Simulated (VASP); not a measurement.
Input of a VASP 6.6.1 run:

Contents of INCAR:

```
SYSTEM = Al2Cu
PREC = Accurate ; ENCUT = 600
EDIFF = 1E-6 ; ISMEAR = 0
SIGMA = 0.1 ; LREAL = .False.
LASPH = .True. ; NELM = 100
ALGO = Fast ; ISIF = 3
LWAVE = .False. ; LCHARG = .False.
GGA = PE ; IBRION = 2
NSW = 100 ; EDIFFG = -0.01
```

File KPOINTS:

```
Automatic mesh
0
Gamma
  8 8 8
  0 0 0
```

Contents of POSCAR:

```
Al2Cu
1.0
    5.2325937396      0.0000000000      0.0000000000
    0.0000000000      5.2325937396      0.0000000000
    0.0000000000      0.0000000000      5.4164333235
Al Cu
4 2
Direct
    0.1778908141      0.6868416356      0.5000000000
    0.8221091859      0.3131583644      0.5000000000
    0.3131583644      0.1778908141      0.5000000000
    0.6868416356      0.8221091859      0.5000000000
    0.5000000000      0.5000000000      0.7887737082
    0.5000000000      0.5000000000      0.2112262918
```

Potentials or basis: VASP PAW PBE potentials, release 64 (Al, Cu).

Launch:

```bash
$ cat potpaw_PBE.64/Al/POTCAR potpaw_PBE.64/Cu/POTCAR > POTCAR
$ mpirun -np 1 vasp_std > vasp.out
```

What does it give for the relaxed cell?

a = 5.476 Å, b = 5.476 Å, c = 4.815 Å, α = 90.00°, β = 90.00°, γ = 90.00°.

What does it give for the relaxed volume?

24.07 Å³/atom.

Step by step:
| step | energy change (eV) | largest force (eV/Å) | pressure (GPa) | volume (Å³) |
| --- | --- | --- | --- | --- |
| 1 | 0.0000 | 0.2174 | 0.60 | 148.30 |
| 3 | -0.0168 | 0.1185 | -0.56 | 152.46 |
| 5 | -0.0320 | 0.1139 | -0.40 | 150.70 |
| 7 | -0.0341 | 0.2267 | -0.21 | 149.77 |
| 9 | -0.0425 | 0.0425 | 0.00 | 147.96 |
| 11 | -0.0427 | 0.0288 | -0.07 | 148.31 |
| 13 | -0.0433 | 0.0514 | 0.24 | 147.00 |
| 15 | -0.0435 | 0.0255 | 0.04 | 147.67 |
| 17 | -0.0435 | 0.0290 | 0.01 | 147.56 |
| 19 | -0.0437 | 0.0278 | 0.05 | 147.50 |
| 21 | -0.0449 | 0.0571 | 0.00 | 147.09 |
| 23 | -0.0452 | 0.0672 | -0.02 | 146.89 |
| 25 | -0.0474 | 0.0518 | -0.07 | 146.15 |
| 27 | -0.0385 | 0.5009 | 0.40 | 142.91 |
| 29 | -0.0516 | 0.2544 | 0.32 | 143.93 |
| 31 | -0.0533 | 0.1480 | 0.15 | 144.55 |
| 33 | -0.0539 | 0.1677 | 0.13 | 144.36 |
| 35 | -0.0553 | 0.1116 | 0.03 | 144.47 |
| 37 | -0.0564 | 0.1407 | -0.16 | 144.97 |
| 39 | -0.0573 | 0.0588 | -0.12 | 144.71 |
| 41 | -0.0587 | 0.0296 | 0.13 | 144.02 |
| 43 | -0.0589 | 0.0185 | -0.12 | 144.71 |
| 45 | -0.0590 | 0.0151 | -0.01 | 144.42 |
| 46 | -0.0591 | 0.0080 | -0.04 | 144.40 |
